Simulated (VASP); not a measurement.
CuI (Marshite): single point with PBEsol+D3(BJ)

Crystal: CuI (Marshite).

```xyz
4
Lattice="3.9353 0.0000 0.0000 0.0000 3.9353 0.0000 0.0000 0.0000 5.9766" Properties=species:S:1:pos:R:3 pbc="T T T"
Cu    0.0000    0.0000    0.0000
Cu    1.9676    1.9676    0.0000
I     0.0000    1.9676    1.7017
I     1.9676    0.0000    4.2749
```

```json
{
  "Program": "VASP 6.6.1",
  "Task": "single point",
  "Functional": "PBEsol",
  "Dispersion": "D3(BJ)",
  "Potentials or basis": "VASP PAW PBE potentials, release 64 (Cu, I)",
  "Cutoff": "520 eV",
  "k mesh": "6 × 6 × 4",
  "Occupations": "gaussian, width 0.01 eV",
  "Spin": "no spin polarisation",
  "Dipole correction": "no",
  "Further INCAR settings": "ALGO = Normal; EDIFF = 1e-06; NBANDS = 26"
}
```

| Item | Value |
| --- | --- |
| Pressure | 0.2 GPa |
| Largest force | 0.023 eV/Å |
| Band gap on the k mesh | 1.48 eV, direct |
| Dispersion energy per atom | -0.380 eV |

Forces in eV/Å, atoms in the order of the input:
```
Cu   0.000  0.000  0.000
Cu   0.000  0.000  0.000
I    0.000  0.000  0.023
I    0.000  0.000 -0.023
```

Levels at points of the mesh, in eV from the valence-band top:
```csv
k point,band 15,band 16,band 17,band 18,band 19,band 20,band 21,band 22
"(0.00, 0.00, 0.00)",-1.53,-1.27,0.00,0.00,1.48,2.92,3.24,4.51
"(0.50, 0.00, 0.00)",-1.63,-1.63,-0.74,-0.74,3.97,3.97,4.40,4.40
"(0.50, 0.50, 0.00)",-2.13,-2.13,-1.50,-1.50,2.05,2.05,2.14,2.14
"(0.00, 0.00, 0.50)",-1.62,-1.53,-0.76,-0.76,3.44,3.55,3.69,3.77
"(0.50, 0.00, 0.50)",-0.95,-0.95,-0.67,-0.67,1.92,1.92,5.13,5.13
"(0.50, 0.50, 0.50)",-2.13,-2.13,-1.29,-1.29,4.12,4.12,4.41,4.41
```

Wall time 54 s on 1 thread of Intel(R) Xeon(R) Platinum 8488C (Sapphire Rapids), with other jobs on the host, peak memory 0.24 GiB.

Caveat: the PAW data sets were made with another functional, which shifts forces and pressure a little; spin-orbit coupling is left out, which moves the levels of the heavy elements. A k mesh can miss the band edges.
